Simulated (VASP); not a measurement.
A run of VASP 6.6.1 is set up as follows.

The input INCAR:

```
SYSTEM = Al16Ru15
ALGO = Normal
EDIFF = 1E-7
ENCUT = 520
GGA = PE
ISIF = 2
ISMEAR = 1
LASPH = .True.
LCHARG = .False.
LREAL = Auto
LWAVE = .False.
NBANDS = 150
NELM = 60
PREC = Accurate
SIGMA = 0.1
```

The input KPOINTS:

```
k-points
0
Gamma
  2 2 2
  0 0 0
```

The input POSCAR:

```
Al16Ru15
1.0
    0.0000000000      6.0068828200      6.0068828200
    6.0068828200      0.0000000000      6.0068828200
    6.0068828200      6.0068828200      0.0000000000
Al Ru
16 15
Direct
   -0.0014201209      0.0002964100      0.0022476716
    0.2504462040      0.2521708922      0.2466307475
   -0.0013108296      0.0003212981      0.4984147502
    0.2505659832      0.2522042706      0.7502774126
    0.0028948459      0.5001016484     -0.0016968868
    0.2462536800      0.7523358013      0.2505019733
   -0.0012771183      0.5040169071      0.4983685532
    0.2505762215      0.7483996500      0.7502636784
    0.4985017337      0.0046081305     -0.0017911953
    0.7507400486      0.2479573091      0.2504026706
    0.5023265128      0.0002964100      0.4984839208
    0.7467341439      0.2521456711      0.7503701396
    0.4985164668      0.5001808908     -0.0017774610
    0.7507163258      0.7523700953      0.2504683452
    0.4983963546      0.5001688213      0.5027220591
    0.7506108634      0.7523826643      0.7460694064
    0.1246150495      0.1262130497      0.1243435276
    0.3756009677      0.3772119530      0.3733798490
    0.3745532529      0.3762498067      0.8744314909
    0.1246068922      0.6262477749      0.1243248824
    0.3755411197      0.8753174746      0.3733949150
    0.1245252359      0.6262630074      0.6243685140
    0.3754475603      0.8753542657      0.8753038236
    0.6244875441      0.1262592467      0.1244391679
    0.8736220861      0.3771903944      0.3734708279
    0.6246166460      0.1262806388      0.6243061688
    0.8736762739      0.3771781584      0.8752596243
    0.6245821023      0.6262695000      0.1243672504
    0.8745492725      0.8762598102      0.3744114988
    0.6246690026      0.6261944194      0.6243097481
    0.8736824335      0.8752722764      0.8752914211
```

Potentials or basis: VASP PAW PBE potentials, release 64 (Al, Ru_pv).

Launch:

```console
$ cat potpaw_PBE.64/Al/POTCAR potpaw_PBE.64/Ru_pv/POTCAR > POTCAR
$ mpirun -np 1 vasp_std > vasp.out
```

Q: Estimate the pressure.

A: -1.0 GPa.

Q: Estimate the band gap on the k mesh.

A: Zero (bands 129 and 130 overlap by 0.52 eV).

Forces on the atoms (eV/Å):
```
Al  -0.006 -0.007  0.007
Al   0.005  0.006 -0.004
Al   0.006  0.005  0.005
Al  -0.006 -0.007 -0.006
Al   0.003 -0.005 -0.003
Al  -0.004  0.003  0.003
Al  -0.003  0.007 -0.006
Al   0.006 -0.007  0.007
Al  -0.005  0.004 -0.006
Al   0.004 -0.004  0.004
Al   0.006 -0.004 -0.004
Al  -0.007  0.005  0.006
Al   0.002  0.002  0.002
Al  -0.005 -0.003 -0.005
Al  -0.003  0.000  0.005
Al   0.002  0.006 -0.004
Ru   0.001  0.000  0.001
Ru   0.000 -0.002 -0.005
Ru  -0.001 -0.001  0.001
Ru   0.000  0.001  0.001
Ru   0.001  0.001 -0.001
Ru   0.001  0.002  0.000
Ru   0.000  0.001  0.000
Ru  -0.001  0.001  0.003
Ru   0.000 -0.002 -0.001
Ru   0.000  0.000 -0.001
Ru   0.000  0.000  0.001
Ru   0.000  0.000  0.001
Ru  -0.001  0.001  0.000
Ru   0.003 -0.001 -0.002
Ru   0.002  0.000  0.001
```

Caveat: the k points lie up to 0.45 Å⁻¹ apart, too coarse for converged energies and pressures of a metal.
